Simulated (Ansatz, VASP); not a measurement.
# One calculation of H5CCl, two programs

```xyz
35
Lattice="8.5590 0.0000 0.0000 0.0000 8.5590 0.0000 0.0000 0.0000 8.5590" Properties=species:S:1:pos:R:3 pbc="T T T"
C     4.2000    0.1424    2.5363
C     2.2906    4.5394    0.8208
C     7.0853    7.0332    7.8402
C     8.9740    0.7667    1.8062
C     6.2333    2.4099    4.7966
H     4.8514   -0.4957    3.1427
H     3.3691   -0.4504    2.1393
H     4.7761    0.5682    1.7078
H     3.8093    0.9560    3.1575
H     2.7156    5.2138    1.5725
H     2.2434    3.5300    1.2483
H     2.9388    4.5420   -0.0633
H     1.2857    4.8912    0.5572
H     8.1624    7.2087    7.7391
H     6.5791    7.3629    6.9256
H     6.7057    7.6003    8.6971
H     6.9006    5.9655    7.9988
H     9.2746    0.5848    0.7686
H     7.8950    0.9444    1.8405
H     9.4994    1.6471    2.1938
H     9.2238   -0.1078    2.4157
H     7.0266    2.1215    4.0978
H     5.6602    1.5197    5.0780
H     5.5705    3.1367    4.3122
H     6.6765    2.8588    5.6916
H     1.3614    2.9246    7.7488
H     7.2063    4.1699    2.0081
H     2.6294    0.7803    6.7863
H     2.9300    6.7389    5.7012
H     9.2582    5.6599    4.1052
Cl    1.0447    2.3043    6.6538
Cl    6.5574    3.5702    1.0541
Cl    3.5831   -0.1052    6.9653
Cl    2.7845    5.5870    5.0827
Cl    8.0679    5.8268    3.5805
```

Alike in both runs: functional PBE; dispersion D3(BJ); k mesh 1 × 1 × 1; occupations fermi-dirac, width 0.05 eV; no spin polarisation.

Ansatz relaxed the structure, and its values are those at the end. VASP's run is a single point on that final structure, the one shown.

```csv
,VASP,Ansatz
version,VASP 6.6.1,Ansatz 0.2.0
potentials or method,"VASP PAW PBE potentials, release 64 (C, H, Cl), cutoff 520 eV","scalar-relativistic, plane waves, PAW"
valence electrons in the cell,80,80
```

```csv
,VASP,Ansatz,Ansatz less VASP
rms of the force components (eV/Å),0.043,0.015,-0.0280
```
